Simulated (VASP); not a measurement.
# MnS (R-3m) in VASP: single point with PBE

Aim: the single point of MnS with PBE.

All numbers are computed with VASP 6.6.1; they aren't measurements. Logs are shortened: lines on timing, memory, paths and dates and some standing lists are left out, and cuts for length are marked.

**1. The cell of the first run**

It takes space group R-3m (No. 166, trigonal). Conventional cell: a = 3.660 Å, b = 3.660 Å, c = 8.913 Å, α = 90.00°, β = 90.00°, γ = 120.00°. Within 3.4 Å of S (site symmetry -3m) lie 6 Mn at 2.58 Å. Within 3.4 Å of Mn (site symmetry -3m) lie 6 S at 2.58 Å.

**2. Single point, PBE, collinear spin, ferromagnetic start**

Input file INCAR:

```
SYSTEM = MnS
ALGO = Normal
EDIFF = 1E-6
ENCUT = 520
GGA = PE
ISIF = 2
ISMEAR = 0
ISPIN = 2
LASPH = .True.
LCHARG = .True.
LELF = .True.
LMAXMIX = 4
LORBIT = 11
LREAL = .False.
LVHAR = .True.
LWAVE = .False.
MAGMOM = 0 4
NBANDS = 20
NELM = 150
PREC = Accurate
SIGMA = 0.1
```

Input file KPOINTS:

```
k-points
0
Gamma
  9 9 9
  0 0 0
```

Input file POSCAR:

```
MnS
1.0
    1.8299960150      1.0565486919      2.9709202767
   -1.8299960150      1.0565486919      2.9709202767
    0.0000000000     -2.1130973838      2.9709202767
S Mn
1 1
Direct
    0.5000000000      0.5000000001      0.5000000000
    0.0000000000      0.0000000000      0.0000000000
```

Potentials or basis: VASP PAW PBE potentials, release 64 (S, Mn_pv).

Launch:

```sh
$ cat potpaw_PBE.64/S/POTCAR potpaw_PBE.64/Mn_pv/POTCAR > POTCAR
$ mpirun -np 1 vasp_std > vasp.out
```

OUTCAR:

```text
SYSTEM = MnS
   EDIFF = 1E-6
   ENCUT = 520
   GGA = PE
   ISIF = 2
   ISMEAR = 0
   ISPIN = 2
   LASPH = .True.
   LORBIT = 11
   LREAL = .False.
   NELM = 150
   PREC = Accurate

 ion  position               nearest neighbor table
   1  0.500  0.500  0.500-   2 2.58   2 2.58   2 2.58   2 2.58   2 2.58   2 2.58
   2  0.000  0.000  0.000-   1 2.58   1 2.58   1 2.58   1 2.58   1 2.58   1 2.58

  LATTYP: Found a trigonal (rhomboedric) cell.
 ALAT       =     3.6457575130
 COS(alpha) =     0.4960879720

  Lattice vectors:

 A1 = (   1.8299960150,   1.0565486919,   2.9709202767)
 A2 = (  -1.8299960150,   1.0565486919,   2.9709202767)
 A3 = (   0.0000000000,  -2.1130973838,   2.9709202767)

Analysis of symmetry for initial positions (statically):
=====================================================================
 Subroutine PRICEL returns:
 Original cell was already a primitive cell.

 Routine SETGRP: Setting up the symmetry group for a
 trigonal (rhombohedral) supercell.

 Subroutine GETGRP returns: Found 12 space group operations
 (whereof 12 operations were pure point group operations)
 out of a pool of 12 trial point group operations.

The static configuration has the point symmetry D_3d.

Analysis of symmetry for dynamics (positions and initial velocities):
=====================================================================
 Subroutine PRICEL returns:
 Original cell was already a primitive cell.

 Routine SETGRP: Setting up the symmetry group for a
 trigonal (rhombohedral) supercell.

 Subroutine GETGRP returns: Found 12 space group operations
 (whereof 12 operations were pure point group operations)
 out of a pool of 12 trial point group operations.

The dynamic configuration has the point symmetry D_3d.

Analysis of structural, dynamic, and magnetic symmetry:
=====================================================================
 Subroutine PRICEL returns:
 Original cell was already a primitive cell.

 Routine SETGRP: Setting up the symmetry group for a
 trigonal (rhombohedral) supercell.

 Subroutine GETGRP returns: Found 12 space group operations
 (whereof 12 operations were pure point group operations)
 out of a pool of 12 trial point group operations.

The overall configuration has the point symmetry D_3d.

 Subroutine INISYM returns: Found 12 space group operations
 (whereof 12 operations are pure point group operations),
 and found     1 'primitive' translations

----------------------------------------------------------------------------------------

                                     Primitive cell

  volume of cell :      34.4653

  direct lattice vectors                    reciprocal lattice vectors
     1.829996015  1.056548692  2.970920277     0.273224639  0.157746319  0.112198680
    -1.829996015  1.056548692  2.970920277    -0.273224639  0.157746319  0.112198680
     0.000000000 -2.113097384  2.970920277     0.000000000 -0.315492637  0.112198680

  length of vectors
     3.645757513  3.645757513  3.645757513     0.334849441  0.334849441  0.334849441

  position of ions in fractional coordinates (direct lattice)
     0.500000000  0.500000000  0.500000000
     0.000000000  0.000000000  0.000000000

  ion indices of the primitive-cell ions
   primitive index   ion index
                 1           1
                 2           2

----------------------------------------------------------------------------------------

 KPOINTS: k-points

Automatic generation of k-mesh.
 Grid dimensions read from file:
 generate k-points for:    9    9    9

 Generating k-lattice:

  Cartesian coordinates                     Fractional coordinates (reciprocal lattice)
     0.030358293  0.017527369  0.012466520     0.111111111 -0.000000000  0.000000000
    -0.030358293  0.017527369  0.012466520    -0.000000000  0.111111111  0.000000000
     0.000000000 -0.035054737  0.012466520     0.000000000  0.000000000  0.111111111

  Length of vectors
     0.037205493  0.037205493  0.037205493

  Shift w.r.t. Gamma in fractional coordinates (k-lattice)
     0.000000000  0.000000000  0.000000000

 Subroutine IBZKPT returns following result:
 ===========================================

 Found     85 irreducible k-points:

 Following reciprocal coordinates:
            Coordinates               Weight
  0.000000  0.000000  0.000000      1.000000
  0.111111 -0.000000  0.000000      6.000000
  0.222222 -0.000000  0.000000      6.000000
  0.333333 -0.000000 -0.000000      6.000000
  0.444444 -0.000000  0.000000      6.000000
  0.111111  0.111111  0.000000      6.000000
[... 16 lines left out ...]
 -0.333333  0.333333  0.000000      6.000000
  0.444444  0.444444  0.000000      6.000000
 [... further k-points ...]
   k-points           NKPTS =     85   k-points in BZ     NKDIM =     85   number of bands    NBANDS=     20
   number of dos      NEDOS =    301   number of ions     NIONS =      2
   total plane-waves  NPLWV =  21952
   dimension x,y,z NGX =    28 NGY =   28 NGZ =   28
   dimension x,y,z NGXF=    56 NGYF=   56 NGZF=   56
   ions per type =               1   1
   NGX,Y,Z   is equivalent  to a cutoff of  12.77, 12.77, 12.77 a.u.
   NGXF,Y,Z  is equivalent  to a cutoff of  25.54, 25.54, 25.54 a.u.
 SYSTEM =  MnS
   PREC   = accura    normal or accurate (medium, high low for compatibility)
   ISTART =      0    job   : 0-new  1-cont  2-samecut
   ICHARG =      2    charge: 1-file 2-atom 10-const
   ISPIN  =      2    spin polarized calculation?
   LNONCOLLINEAR =      F non collinear calculations
   LSORBIT =      F    spin-orbit coupling
   LASPH  =      T    aspherical Exc in radial PAW
   ENCUT  =  520.0 eV  38.22 Ry    6.18 a.u.   6.78  6.78  6.78*2*pi/ulx,y,z
   NELM   =    150;   NELMIN=  2; NELMDL= -5     # of ELM steps
   EDIFF  = 0.1E-05   stopping-criterion for ELM
   LREAL  =      F    real-space projection
   EDIFFG = 0.1E-04   stopping-criterion for IOM
   NSW    =      0    number of steps for IOM
   IBRION =     -1    ionic relax: 0-MD 1-quasi-New 2-CG
   NFREE  =      0    steps in history (QN), initial steepest desc. (CG)
   ISIF   =      2    stress and relaxation
   ISYM   =      2    0-nonsym 1-usesym 2-fastsym
   POTIM  = 0.5000    time-step for ionic-motion
   TEBEG  =    0.0;   TEEND  =   0.0 temperature during run
   PSTRESS=    0.0 pullay stress
   NELECT =      19.0000    total number of electrons
   NUPDOWN=      -1.0000    fix difference up-down
   EMIN   =  10.00;   EMAX   =-10.00  energy-range for DOS
   EFERMI =   0.00;   METHOD = LEGACY
   ISMEAR =     0;   SIGMA  =   0.10  broadening in eV -4-tet -1-fermi 0-gaus
   EFERMI_NEDOS =   21; number of points for ismear=-14 and -15
   IALGO  =     38    algorithm
   IMIX   =      4    mixing-type and parameters
     AMIX     =   0.40;   BMIX     =  1.00
     AMIX_MAG =   1.60;   BMIX_MAG =  1.00
  volume/ion in A,a.u.               =      17.23       116.29
  Fermi-wavevector in a.u.,A,eV,Ry     =   1.342349  2.536672 24.516344  1.801900
  Thomas-Fermi vector in A             =   2.470510
   LORBIT       =     11    0 simple, 1 ext, 2 COOP (PROOUT), +10 PAW based schemes
   GGA     = PE    functional components
   LHFCALC =     F    Hartree Fock is set to
   AEXX    =    0.0000 exact exchange contribution
   IVDW    =     0    specifies the selected vdW correction
   LEPSILON=     F    determine dielectric tensor
   LRPA    =     F    only Hartree local field effects (RPA)
 spin polarized calculation
 Gauss-broadening in eV      SIGMA  =   0.10
  energy-cutoff  :      520.00
  volume of cell :       34.47
 maximum number of plane-waves:       944
   NGX = 13   NGY = 13   NGZ = 13

 number of electron      18.9999995 magnetization       4.6613563

 Free energy of the ion-electron system (eV)
  ---------------------------------------------------
  ext. energy  EPLUGINS =         0.00000000
  ---------------------------------------------------
  free energy    TOTEN  =       -14.08007439 eV

  energy without entropy =      -14.07564922  energy(sigma->0) =      -14.07786181

 E-fermi :   6.9266     XC(G=0): -10.7670

 val. band max:        6.8977839374   @ k =   0.3333  -0.0000  -0.0000
 cond. band min:       6.9609228655   @ k =   0.3333   0.2222   0.2222
 fundamental gap:      0.0631389281
 Fermi energy:         6.9265604436

 spin component 1

 k-point     1 :       0.0000    0.0000    0.0000
  band No.  band energies     occupation
      1     -43.7482      1.00000
      2     -43.7481      1.00000
      3     -43.7481      1.00000
      4      -7.8336      1.00000
      5       3.5243      1.00000
      6       3.5243      1.00000
[... 12 lines left out ...]
     19      18.8113      0.00000
     20      19.3056      0.00000

 k-point     2 :       0.1111   -0.0000    0.0000
  band No.  band energies     occupation
      1     -43.7492      1.00000
      2     -43.7484      1.00000
      3     -43.7482      1.00000
      4      -7.7048      1.00000
      5       3.1901      1.00000
      6       3.2368      1.00000
[... 12 lines left out ...]
     19      18.3832      0.00000
     20      19.7777      0.00000

 k-point     3 :       0.2222   -0.0000    0.0000
  band No.  band energies     occupation
      1     -43.7518      1.00000
      2     -43.7488      1.00000
      3     -43.7486      1.00000
      4      -7.3470      1.00000
      5       1.9958      1.00000
      6       2.6653      1.00000
[... 12 lines left out ...]
     19      18.3838      0.00000
     20      22.1367      0.00000

 k-point     4 :       0.3333   -0.0000   -0.0000
  band No.  band energies     occupation
      1     -43.7549      1.00000
      2     -43.7492      1.00000
      3     -43.7490      1.00000
      4      -6.8634      1.00000
      5       0.6678      1.00000
      6       2.2213      1.00000
[... 429 lines left out ...]
 k-point    23 :      -0.3333    0.3333    0.0000
  band No.  band energies     occupation
      1     -43.7542      1.00000
      2     -43.7542      1.00000
      3     -43.7505      1.00000
      4      -6.2534      1.00000
      5       0.8031      1.00000
      6       1.3924      1.00000
[... 12 lines left out ...]
     19      23.7080      0.00000
     20      24.9458      0.00000

 k-point    24 :       0.4444    0.4444    0.0000
  band No.  band energies     occupation
      1     -43.7562      1.00000
      2     -43.7516      1.00000
      3     -43.7515      1.00000
      4      -6.3539      1.00000
      5       0.8391      1.00000
      6       2.9919      1.00000
[... 12 lines left out ...]
     19      21.7277      0.00000
     20      21.7346      0.00000

 [... further k-points ...]

 spin component 2

 k-point     1 :       0.0000    0.0000    0.0000
  band No.  band energies     occupation
      1     -39.2625      1.00000
      2     -39.2620      1.00000
      3     -39.2620      1.00000
      4      -7.5382      1.00000
      5       5.2127      1.00000
      6       5.2127      1.00000
[... 12 lines left out ...]
     19      19.8599      0.00000
     20      21.0018      0.00000

 k-point     2 :       0.1111   -0.0000    0.0000
  band No.  band energies     occupation
      1     -39.2635      1.00000
      2     -39.2626      1.00000
      3     -39.2622      1.00000
      4      -7.4148      1.00000
      5       4.3216      1.00000
      6       4.8400      1.00000
[... 12 lines left out ...]
     19      18.8800      0.00000
     20      21.1955      0.00000

 k-point     3 :       0.2222   -0.0000    0.0000
  band No.  band energies     occupation
      1     -39.2672      1.00000
      2     -39.2631      1.00000
      3     -39.2626      1.00000
      4      -7.0738      1.00000
      5       2.7620      1.00000
      6       4.2277      1.00000
[... 12 lines left out ...]
     19      19.5242      0.00000
     20      22.7866      0.00000

 k-point     4 :       0.3333   -0.0000   -0.0000
  band No.  band energies     occupation
      1     -39.2713      1.00000
      2     -39.2637      1.00000
      3     -39.2632      1.00000
      4      -6.6184      1.00000
      5       1.3586      1.00000
      6       3.7446      1.00000
[... 429 lines left out ...]
 k-point    23 :      -0.3333    0.3333    0.0000
  band No.  band energies     occupation
      1     -39.2703      1.00000
      2     -39.2702      1.00000
      3     -39.2653      1.00000
      4      -6.0178      1.00000
      5       1.5402      1.00000
      6       1.9412      1.00000
[... 12 lines left out ...]
     19      24.6300      0.00000
     20      25.8673      0.00000

 k-point    24 :       0.4444    0.4444    0.0000
  band No.  band energies     occupation
      1     -39.2731      1.00000
      2     -39.2668      1.00000
      3     -39.2666      1.00000
      4      -6.0871      1.00000
      5       1.2537      1.00000
      6       3.6673      1.00000
[... 12 lines left out ...]
     19      22.1483      0.00000
     20      22.1620      0.00000

 [... further k-points ...]
[... 5 lines left out ...]
  --------------------------------------------------------------------------------------
  -------------------------------------------------------------------------------------
  Total       -0.3617684     -0.3617684     -0.2635612      0.0000000      0.0000000      0.0000000
  in kB      -16.8174156    -16.8174156    -12.2520896      0.0000000      0.0000000      0.0000000
  external PRESSURE =     -15.2956402 kB  Pullay stress =       0.0000000 kB

 VOLUME and BASIS-vectors are now :
 -----------------------------------------------------------------------------
  energy-cutoff  :      520.00
  volume of cell :       34.47
      direct lattice vectors                 reciprocal lattice vectors
     1.829996015  1.056548692  2.970920277     0.273224639  0.157746319  0.112198680
    -1.829996015  1.056548692  2.970920277    -0.273224639  0.157746319  0.112198680
     0.000000000 -2.113097384  2.970920277     0.000000000 -0.315492637  0.112198680

 POSITION                                       TOTAL-FORCE (eV/Angst)
 -----------------------------------------------------------------------------------
     -0.00000      0.00000      4.45638         0.000000      0.000000     -0.000000
      0.00000      0.00000      0.00000         0.000000     -0.000000      0.000000
 -----------------------------------------------------------------------------------
    total drift:                                0.000000     -0.000000     -0.000000

  FREE ENERGIE OF THE ION-ELECTRON SYSTEM (eV)
  ---------------------------------------------------
  free  energy   TOTEN  =       -14.0800743899 eV

  energy  without entropy=      -14.0756492214  energy(sigma->0) =      -14.07786181

 total charge

# of ion       s       p       d       tot
------------------------------------------
    1        1.328   2.406   0.000   3.733
    2        0.219   6.170   4.939  11.328
--------------------------------------------------
tot          1.547   8.576   4.939  15.062

 magnetization (x)

# of ion       s       p       d       tot
------------------------------------------
    1        0.027   0.075   0.000   0.102
    2        0.052   0.040   4.127   4.219
--------------------------------------------------
tot          0.079   0.115   4.127   4.321
```

Wall time 3.3 min (1 thread of Oxide Virtual Turin-like, shared host); peak memory 0.2 GiB.

What came out:

- Free energy: -14.0801 eV
- Pressure: -1.5 GPa
- Net moment: 4.66 μB per cell
- Site moments: S +0.10; Mn +4.22 μB
- Valence electrons inside the program's atomic spheres: S 3.73; Mn 11.33

Stress tensor (GPa, compression positive):
```
-1.68  0.00  0.00
 0.00 -1.68  0.00
 0.00  0.00 -1.23
```

Caveat: a cell with one magnetic atom can't hold antiferromagnetic order, which such compounds often take; semilocal functionals often make such compounds metallic where correlation or magnetic order opens a gap, which also shifts bond lengths. With open d or f shells a metallic result of PBE can be an artefact of self-interaction; +U or a hybrid may open a gap.
